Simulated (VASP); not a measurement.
Set up this calculation in VASP 6.6.1, as the native input.

```yaml
Task: relaxation of cell and atoms
Functional: PBE
Potentials_or_basis: VASP PAW PBE potentials, release 64 (Hf_pv, F)
Cutoff: 600 eV
k_mesh: 4 × 4 × 4
Occupations: gaussian, width 0.1 eV
Spin: no spin polarisation
Dipole_correction: no
Further_INCAR_settings: ALGO = Normal; EDIFF = 1e-06; IBRION = 2; EDIFFG = -0.04; NSW = 90; ISIF = 3
```

The structure of HfF5 lies in POSCAR:

```
HfF5
1.0
    3.7725858800      0.0000000000      0.0000000000
    0.0000000000      4.0567594200      0.0000000000
    0.0000000000      0.0000000000      5.0425377200
Hf F
1 5
Direct
    0.0000000000      0.5000000000      0.5000000000
    0.0000000000      0.5000000000      0.1097007900
    0.0000000000      0.5000000000      0.8902992100
    0.5000000000      0.5000000000      0.5000000000
    0.0000000000      0.0000000000      0.1821982400
    0.0000000000      0.0000000000      0.8178017600
```

The cell was generated, and may not be a known phase.

The input as run:

INCAR

```
ALGO = Normal ; EDIFF = 1E-6
EDIFFG = -0.04 ; ENCUT = 600
GGA = PE ; IBRION = 2
ISIF = 3 ; ISMEAR = 0
LASPH = T ; LCHARG = F
LREAL = F ; LWAVE = F
NELM = 100 ; NSW = 90
PREC = Accurate ; SIGMA = 0.1
```

KPOINTS

```
k-points
0
Gamma
  4 4 4
```

Potentials or basis: VASP PAW PBE potentials, release 64 (Hf_pv, F).

Launch:

```console
$ cat potpaw_PBE.64/Hf_pv/POTCAR potpaw_PBE.64/F/POTCAR > POTCAR
$ mpirun -np 1 vasp_std > vasp.out
```

Results of the run:

```json
{
 "Relaxed volume": "17.08 Å³/atom",
 "Relaxed cell": "a = 4.111 Å, b = 3.951 Å, c = 6.309 Å, α = 90.00°, β = 90.00°, γ = 90.00°",
 "Space group after relaxing (to 0.1 Å)": "Pmmm (No. 47)",
 "Pressure after relaxing": "0.0 GPa",
 "Largest force after relaxing": "0.040 eV/Å",
 "Band gap on the k mesh": "zero (an odd number of electrons rules out a gap without spin polarisation)"
}
```

Caveat: the k points lie up to 0.40 Å⁻¹ apart in the final cell, too coarse for converged energies and pressures of a metal; the standard files for N, O and F lose accuracy on very short bonds; the volume moved by over 15 % at a fixed basis, so the end points are rough; spin-orbit coupling is left out, which moves the levels of the heavy elements; an odd number of electrons without spin polarisation forces a metal; a magnetic or distorted state may lie lower.

It took 49 min on 1 thread of Intel Xeon 8259CL (shared host), peak memory 0.24 GiB.
